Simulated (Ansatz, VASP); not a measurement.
**Two plane-wave programs on C**

```xyz
4
Lattice="-2.4647 0.0000 0.0000 0.0000 0.0000 -3.5720 0.0000 -4.2689 0.0000" Properties=species:S:1:pos:R:3 pbc="T T T"
C    -1.2323   -0.7715    0.0000
C     0.0000   -2.9059    0.0000
C     0.0000   -1.3630    0.0000
C    -1.2323   -3.4974    0.0000
```

Change from the starting cell: mode 8 frozen in at +0.000 Å and mode 12 at -0.060 Å (largest displacements).

Alike in both runs: task single point; functional PBE; dispersion D3(BJ); k mesh 18 × 12 × 10; occupations gaussian, width 0.15 eV; no spin polarisation.

|  | VASP | Ansatz |
| --- | --- | --- |
| version | VASP 6.6.1 | Ansatz 0.2.0 |
| potentials or method | VASP PAW PBE potentials, release 64 (C), cutoff 520 eV | scalar-relativistic, plane waves, PAW |
| valence electrons in the cell | 16 | 16 |

```csv
,VASP,Ansatz,Ansatz less VASP
gap on the k mesh at the Fermi level (eV),none,none,-
pressure (GPa),5.7,5.4,-0.31
"traceless stress, the component that is largest in VASP (GPa)",13.80,13.40,-0.407
rms of the force components (eV/Å),3.173,3.169,-0.0044
```

Atom by atom the forces differ by 0.004 eV/Å (rms over components). A gap of «none» marks a metal or a gap that the smearing closes.
